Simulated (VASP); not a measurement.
Se, 2 atoms in the cell. The typed cell holds 2 atoms: a = 3.178 Å, b = 3.178 Å, c = 3.178 Å, α = 59.96°, β = 59.96°, γ = 59.96°.  This cell differs from its parent crystal: volume scaled by 0.5.

| Item | Value |
| --- | --- |
| Program | VASP 6.6.1 |
| Task | single point |
| Functional | PBE |
| Potentials or basis | VASP PAW PBE potentials, release 64 (Se) |
| Cutoff | 520 eV |
| k mesh | 13 × 13 × 13 |
| Occupations | fermi-dirac, width 0.08 eV |
| Spin | no spin polarisation |
| Dipole correction | no |
| Further INCAR settings | ALGO = Normal; EDIFF = 1e-07; NBANDS = 13 |

Potentials or basis: VASP PAW PBE potentials, release 64 (Se).

Run with:

```bash
$ cat potpaw_PBE.64/Se/POTCAR > POTCAR
$ mpirun -np 1 vasp_std > vasp.out
```

Hardware: 1 thread of Intel(R) Xeon(R) 6975P-C (Granite Rapids), on a shared host.

Estimate the wall time of this run.

Run time: 17 s on 1 thread of Intel(R) Xeon(R) 6975P-C (Granite Rapids), with other jobs on the host, peak memory 0.18 GiB. Counts: scf iterations 12, k points 231.
